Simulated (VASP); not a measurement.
# PbS (Galena) (Fm-3m) in VASP: density of states with PBE

Aim: the density of states of PbS (Galena) with PBE.

All numbers are computed with VASP 6.6.1; they aren't measurements. Logs are shortened: lines on timing, memory, paths and dates and some standing lists are left out, and cuts for length are marked.

**1. The cell of the first run**

The structure is cubic, space group Fm-3m (No. 225). The conventional cell has a = 6.009 Å, b = 6.009 Å, c = 6.009 Å, α = 90.00°, β = 90.00°, γ = 90.00°. Within 4.0 Å of Pb (site symmetry m-3m) lie 6 S at 3.00 Å. S (site symmetry m-3m) has 6 Pb at 3.00 Å within 4.0 Å.

**2. Density of states, PBE**

Input file POSCAR:

```
PbS
1.0
    0.0000000000      3.0045094969      3.0045094969
    3.0045094969      0.0000000000      3.0045094969
    3.0045094969      3.0045094969      0.0000000000
Pb S
1 1
Direct
    0.0000000000      0.0000000000      0.0000000000
    0.5000000000      0.5000000000      0.5000000000
```

Input file INCAR.step1:

```
  PREC = Accurate
  ENCUT = 520
  EDIFF = 1E-6
  ISMEAR = 0
  SIGMA = 0.02
  LREAL = F
  LASPH = T
  NELM = 60
  ALGO = Normal
  ISIF = 2
  LWAVE = F
  LCHARG = T
  GGA = PE
  NBANDS = 17
```

Input file KPOINTS.step1:

```
Automatic mesh
0
Gamma
  10 10 10
```

Input file INCAR.step2:

```
  PREC = Accurate
  ENCUT = 520
  EDIFF = 1E-6
  ISMEAR = -5
  SIGMA = 0.02
  LREAL = F
  LASPH = T
  NELM = 60
  ALGO = Normal
  ISIF = 2
  LWAVE = F
  LCHARG = F
  GGA = PE
  LORBIT = 11
  NEDOS = 2001
  ICHARG = 11
```

Input file KPOINTS.step2:

```
Automatic mesh
0
Gamma
  15 15 15
```

Potentials or basis: VASP PAW PBE potentials, release 64 (Pb_d, S).

Command:

```bash
$ cat potpaw_PBE.64/Pb_d/POTCAR potpaw_PBE.64/S/POTCAR > POTCAR
$ cp INCAR.step1 INCAR
$ cp KPOINTS.step1 KPOINTS
$ mpirun -np 1 vasp_std > vasp.out
$ cp INCAR.step2 INCAR
$ cp KPOINTS.step2 KPOINTS
$ mpirun -np 1 vasp_std > vasp.out
```

OUTCAR:

```text
PREC = Accurate
   ENCUT = 520
   EDIFF = 1E-6
   ISMEAR = -5
   LREAL = F
   LASPH = T
   NELM = 60
   ISIF = 2
   GGA = PE
   LORBIT = 11
   ICHARG = 11

 ion  position               nearest neighbor table
   1  0.000  0.000  0.000-   2 3.00   2 3.00   2 3.00   2 3.00   2 3.00   2 3.00
   2  0.500  0.500  0.500-   1 3.00   1 3.00   1 3.00   1 3.00   1 3.00   1 3.00

  LATTYP: Found a face centered cubic cell.
 ALAT       =     6.0090189938

  Lattice vectors:

 A1 = (   0.0000000000,   3.0045094969,   3.0045094969)
 A2 = (   3.0045094969,   0.0000000000,   3.0045094969)
 A3 = (   3.0045094969,   3.0045094969,   0.0000000000)

Analysis of symmetry for initial positions (statically):
[... 33 lines left out ...]
                                     Primitive cell

  volume of cell :      54.2439

  direct lattice vectors                    reciprocal lattice vectors
     0.000000000  3.004509497  3.004509497    -0.166416515  0.166416515  0.166416515
     3.004509497  0.000000000  3.004509497     0.166416515 -0.166416515  0.166416515
     3.004509497  3.004509497  0.000000000     0.166416515  0.166416515 -0.166416515

  length of vectors
     4.249018079  4.249018079  4.249018079     0.288241859  0.288241859  0.288241859

  position of ions in fractional coordinates (direct lattice)
     0.000000000  0.000000000  0.000000000
     0.500000000  0.500000000  0.500000000

  ion indices of the primitive-cell ions
   primitive index   ion index
                 1           1
                 2           2

----------------------------------------------------------------------------------------

 KPOINTS: Automatic mesh

Automatic generation of k-mesh.
 Grid dimensions read from file:
 generate k-points for:   15   15   15

 Generating k-lattice:

  Cartesian coordinates                     Fractional coordinates (reciprocal lattice)
    -0.011094434  0.011094434  0.011094434     0.066666667  0.000000000  0.000000000
     0.011094434 -0.011094434  0.011094434     0.000000000  0.066666667  0.000000000
     0.011094434  0.011094434 -0.011094434     0.000000000  0.000000000  0.066666667

  Length of vectors
     0.019216124  0.019216124  0.019216124

  Shift w.r.t. Gamma in fractional coordinates (k-lattice)
     0.000000000  0.000000000  0.000000000

 TETIRR: Found    484 inequivalent tetrahedra from    20250

 Subroutine IBZKPT returns following result:
 ===========================================

 Found    120 irreducible k-points:

 Following reciprocal coordinates:
            Coordinates               Weight
  0.000000  0.000000  0.000000      1.000000
  0.066667  0.000000  0.000000      8.000000
  0.133333  0.000000  0.000000      8.000000
  0.200000  0.000000  0.000000      8.000000
  0.266667  0.000000  0.000000      8.000000
  0.333333  0.000000  0.000000      8.000000
[... 16 lines left out ...]
  0.133333  0.133333  0.000000      6.000000
  0.200000  0.133333  0.000000     24.000000
 [... further k-points ...]
   k-points           NKPTS =    120   k-points in BZ     NKDIM =    120   number of bands    NBANDS=     14
   number of dos      NEDOS =   2001   number of ions     NIONS =      2
   total plane-waves  NPLWV =  32768
   dimension x,y,z NGX =    32 NGY =   32 NGZ =   32
   dimension x,y,z NGXF=    64 NGYF=   64 NGZF=   64
   ions per type =               1   1
   NGX,Y,Z   is equivalent  to a cutoff of  12.52, 12.52, 12.52 a.u.
   NGXF,Y,Z  is equivalent  to a cutoff of  25.04, 25.04, 25.04 a.u.
 SYSTEM =  unknown system
   PREC   = accura    normal or accurate (medium, high low for compatibility)
   ISTART =      0    job   : 0-new  1-cont  2-samecut
   ICHARG =     11    charge: 1-file 2-atom 10-const
   ISPIN  =      1    spin polarized calculation?
   LNONCOLLINEAR =      F non collinear calculations
   LSORBIT =      F    spin-orbit coupling
   LASPH  =      T    aspherical Exc in radial PAW
   ENCUT  =  520.0 eV  38.22 Ry    6.18 a.u.   7.90  7.90  7.90*2*pi/ulx,y,z
   NELM   =     60;   NELMIN=  2; NELMDL=  0     # of ELM steps
   EDIFF  = 0.1E-05   stopping-criterion for ELM
   LREAL  =      F    real-space projection
   EDIFFG = 0.1E-04   stopping-criterion for IOM
   NSW    =      0    number of steps for IOM
   IBRION =     -1    ionic relax: 0-MD 1-quasi-New 2-CG
   NFREE  =      0    steps in history (QN), initial steepest desc. (CG)
   ISIF   =      2    stress and relaxation
   ISYM   =      2    0-nonsym 1-usesym 2-fastsym
   POTIM  = 0.5000    time-step for ionic-motion
   TEBEG  =    0.0;   TEEND  =   0.0 temperature during run
   PSTRESS=    0.0 pullay stress
   NELECT =      20.0000    total number of electrons
   NUPDOWN=      -1.0000    fix difference up-down
   EMIN   =  10.00;   EMAX   =-10.00  energy-range for DOS
   EFERMI =   0.00;   METHOD = LEGACY
   ISMEAR =    -5;   SIGMA  =   0.02  broadening in eV -4-tet -1-fermi 0-gaus
   EFERMI_NEDOS =   21; number of points for ismear=-14 and -15
   IALGO  =     38    algorithm
   IMIX   =      4    mixing-type and parameters
     AMIX     =   0.40;   BMIX     =  1.00
     AMIX_MAG =   1.60;   BMIX_MAG =  1.00
  volume/ion in A,a.u.               =      27.12       183.03
  Fermi-wavevector in a.u.,A,eV,Ry     =   1.173909  2.218367 18.749689  1.378063
  Thomas-Fermi vector in A             =   2.310315
   LORBIT       =     11    0 simple, 1 ext, 2 COOP (PROOUT), +10 PAW based schemes
   GGA     = PE    functional components
   LHFCALC =     F    Hartree Fock is set to
   AEXX    =    0.0000 exact exchange contribution
   IVDW    =     0    specifies the selected vdW correction
   LEPSILON=     F    determine dielectric tensor
   LRPA    =     F    only Hartree local field effects (RPA)
 non-spin polarized calculation
 Fermi weights with tetrahedron method with Bloechl corrections
  energy-cutoff  :      520.00
  volume of cell :       54.24
 maximum number of plane-waves:      1476

 number of electron      20.0000003 magnetization

 Free energy of the ion-electron system (eV)
  ---------------------------------------------------
  ext. energy  EPLUGINS =         0.00000000
  ---------------------------------------------------
  free energy    TOTEN  =        -8.76945823 eV

  energy without entropy =       -8.76945823  energy(sigma->0) =       -8.76945823

 E-fermi :   5.2270     XC(G=0):  -9.5000

 val. band max:        5.2168445986   @ k =   0.4667   0.0000   0.0000
 cond. band min:       5.8595492064   @ k =   0.4667   0.0000   0.0000
 fundamental gap:      0.6427046077
 Fermi energy:         5.2269865113

 k-point     1 :       0.0000    0.0000    0.0000
  band No.  band energies     occupation
      1     -11.4453      2.00000
      2     -11.4453      2.00000
      3     -11.4453      2.00000
      4     -11.4320      2.00000
      5     -11.4320      2.00000
      6      -7.9337      2.00000
      7      -0.7868      2.00000
      8       3.3376      2.00000
      9       3.3376      2.00000
     10       3.3376      2.00000
     11      10.4159      0.00000
     12      10.4159      0.00000
     13      10.4159      0.00000
     14      12.1474      0.00000

 k-point     2 :       0.0667    0.0000    0.0000
  band No.  band energies     occupation
      1     -11.4451      2.00000
      2     -11.4443      2.00000
      3     -11.4443      2.00000
      4     -11.4325      2.00000
      5     -11.4325      2.00000
      6      -7.8978      2.00000
      7      -0.9064      2.00000
      8       3.3486      2.00000
      9       3.3486      2.00000
     10       3.4269      2.00000
     11       9.9927      0.00000
     12      10.1718      0.00000
     13      10.1718      0.00000
     14      12.1308      0.00000

 k-point     3 :       0.1333    0.0000    0.0000
  band No.  band energies     occupation
      1     -11.4445      2.00000
      2     -11.4428      2.00000
      3     -11.4428      2.00000
      4     -11.4322      2.00000
      5     -11.4322      2.00000
      6      -7.7920      2.00000
      7      -1.2288      2.00000
      8       3.3815      2.00000
      9       3.3815      2.00000
     10       3.6601      2.00000
     11       9.1564      0.00000
     12       9.6245      0.00000
     13       9.6245      0.00000
     14      12.0647      0.00000

 k-point     4 :       0.2000    0.0000    0.0000
  band No.  band energies     occupation
      1     -11.4449      2.00000
      2     -11.4449      2.00000
      3     -11.4437      2.00000
      4     -11.4277      2.00000
      5     -11.4277      2.00000
      6      -7.6233      2.00000
      7      -1.6767      2.00000
      8       3.4348      2.00000
      9       3.4348      2.00000
     10       3.9680      2.00000
     11       8.2883      0.00000
     12       9.0030      0.00000
     13       9.0030      0.00000
     14      12.0932      0.00000

 k-point     5 :       0.2667    0.0000    0.0000
  band No.  band energies     occupation
      1     -11.4493      2.00000
      2     -11.4493      2.00000
      3     -11.4430      2.00000
      4     -11.4204      2.00000
      5     -11.4204      2.00000
      6      -7.4059      2.00000
      7      -2.1748      2.00000
      8       3.5046      2.00000
      9       3.5046      2.00000
     10       4.2956      2.00000
     11       7.5007      0.00000
[... 276 lines left out ...]
 k-point    22 :      -0.0667    0.0667    0.0000
  band No.  band energies     occupation
      1     -11.4452      2.00000
      2     -11.4429      2.00000
      3     -11.4423      2.00000
      4     -11.4350      2.00000
      5     -11.4310      2.00000
      6      -7.8384      2.00000
      7      -1.0851      2.00000
      8       3.2224      2.00000
      9       3.4341      2.00000
     10       3.6290      2.00000
     11       9.3705      0.00000
     12       9.6973      0.00000
     13      10.1296      0.00000
     14      12.1107      0.00000

 k-point    23 :       0.1333    0.1333    0.0000
  band No.  band energies     occupation
      1     -11.4489      2.00000
      2     -11.4436      2.00000
      3     -11.4370      2.00000
      4     -11.4370      2.00000
      5     -11.4283      2.00000
      6      -7.7427      2.00000
      7      -1.2796      2.00000
      8       3.1238      2.00000
      9       3.1238      2.00000
     10       4.1218      2.00000
     11       8.2106      0.00000
     12      10.1205      0.00000
     13      10.1205      0.00000
     14      11.1751      0.00000

 k-point    24 :       0.2000    0.1333    0.0000
  band No.  band energies     occupation
      1     -11.4511      2.00000
      2     -11.4494      2.00000
      3     -11.4350      2.00000
      4     -11.4325      2.00000
      5     -11.4247      2.00000
      6      -7.6163      2.00000
      7      -1.5365      2.00000
      8       3.0456      2.00000
      9       3.0701      2.00000
     10       4.3167      2.00000
     11       7.6571      0.00000
     12       9.7947      0.00000
     13       9.9222      0.00000
     14      11.1120      0.00000

 [... further k-points ...]
[... 5 lines left out ...]
  --------------------------------------------------------------------------------------
  -------------------------------------------------------------------------------------
  Total       -0.0233020     -0.0233020     -0.0233020      0.0000000      0.0000000      0.0000000
  in kB       -0.6882620     -0.6882620     -0.6882620      0.0000000      0.0000000      0.0000000
  external PRESSURE =      -0.6882620 kB  Pullay stress =       0.0000000 kB

 VOLUME and BASIS-vectors are now :
 -----------------------------------------------------------------------------
  energy-cutoff  :      520.00
  volume of cell :       54.24
      direct lattice vectors                 reciprocal lattice vectors
     0.000000000  3.004509497  3.004509497    -0.166416515  0.166416515  0.166416515
     3.004509497  0.000000000  3.004509497     0.166416515 -0.166416515  0.166416515
     3.004509497  3.004509497  0.000000000     0.166416515  0.166416515 -0.166416515

 POSITION                                       TOTAL-FORCE (eV/Angst)
 -----------------------------------------------------------------------------------
      0.00000      0.00000      0.00000        -0.000000     -0.000000     -0.000000
      3.00451      3.00451      3.00451         0.000000      0.000000      0.000000
 -----------------------------------------------------------------------------------
    total drift:                                0.000000     -0.000000      0.000000

  FREE ENERGIE OF THE ION-ELECTRON SYSTEM (eV)
  ---------------------------------------------------
  free  energy   TOTEN  =        -8.7694582300 eV

  energy  without entropy=       -8.7694582300  energy(sigma->0) =       -8.76945823

 total charge

# of ion       s       p       d       tot
------------------------------------------
    1        1.489   0.484   9.843  11.816
    2        1.349   2.331   0.000   3.680
--------------------------------------------------
tot          2.838   2.815   9.843  15.496
```

Wall time 58 s (1 thread of Intel Xeon Platinum 8259CL at 2.50GHz (Skylake/Cascade Lake), shared host); peak memory 0.23 GiB.

What came out:

| Quantity | Value |
| --- | --- |
| Valence electrons inside the program's atomic spheres | Pb 11.82; S 3.68 |

Levels at points of the mesh, in eV from the valence-band top:
| k point | band 7 | band 8 | band 9 | band 10 | band 11 | band 12 | band 13 | band 14 |
| --- | --- | --- | --- | --- | --- | --- | --- | --- |
| (0.00, 0.00, 0.00) | -6.00 | -1.88 | -1.88 | -1.88 | 5.20 | 5.20 | 5.20 | 6.93 |

Caveat: spin-orbit coupling is left out, which moves the levels of the heavy elements.
